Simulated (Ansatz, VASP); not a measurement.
Co: VASP beside Ansatz

```
CELL_PARAMETERS angstrom
-1.40373 1.40373 1.40373
1.40373 -1.40373 1.40373
1.40373 1.40373 -1.40373
ATOMIC_POSITIONS crystal
Co 0.00000 0.00000 0.00000
```

Alike in both runs: functional BLYP; k mesh 16 × 16 × 16; occupations fermi-dirac, width 0.1 eV; no spin polarisation.

Ansatz relaxed the structure, and its values are those at the end. VASP's run is a single point on that final structure, the one shown.

```csv
,VASP,Ansatz
version,VASP 6.6.1,Ansatz 0.2.0
potentials or method,"VASP PAW PBE potentials, release 64 (Co), cutoff 520 eV","plane waves (420 eV) with PAW, scalar-relativistic"
valence electrons in the cell,9,17
```

```csv
,VASP,Ansatz,Ansatz less VASP
pressure (GPa),-0.2,0.0,+0.20
```

VASP's potentials were made for PBE, not for BLYP. With one functional, cell and mesh, what is left measures potentials, basis and numerics. VASP's potentials hold 9 valence electrons a cell and Ansatz's 17, so a difference there can come from the potentials and not from the codes.
